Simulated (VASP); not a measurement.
TaN:

```xyz
2
Lattice="0.0000 2.1743 2.1743 2.1743 0.0000 2.1743 2.1743 2.1743 0.0000" Properties=species:S:1:pos:R:3 pbc="T T T"
Ta    2.1743    2.1743    2.1743
N     0.0000    0.0000    0.0000
```

Base run:

| Property | Result |
| --- | --- |
| Program | VASP 6.6.1 |
| Functional | LDA |
| Potentials or basis | VASP PAW LDA potentials, release 64 (Ta_sv_GW, N) |
| Cutoff | 600 eV |
| k mesh | 16 × 16 × 16 |
| Occupations | gaussian, width 0.1 eV |
| Spin | no spin polarisation |

Its results: band gap on the k mesh zero (band 9 reaches 16.01 eV, above the bottom of band 10 at 11.79 eV); pressure 1.2 GPa.

Problem. The run is repeated on the same cell with these changes: potentials or basis from VASP PAW LDA potentials, release 64 (Ta_sv_GW, N) to VASP PAW LDA potentials, release 64 (Ta_pv, N); cutoff from 600 eV to 520 eV; further incar settings from ALGO = Normal; EDIFF = 1e-06; NBANDS = 16 to ALGO = Normal; EDIFF = 1e-06; NBANDS = 15; valence electrons from 18 to 16. What comes out?

Solution. Band gap on the k mesh zero (band 8 reaches 11.78 eV, above the bottom of band 9 at 7.56 eV); pressure 2.0 GPa.

Caveats: spin-orbit coupling is left out, which moves the levels of the heavy elements.
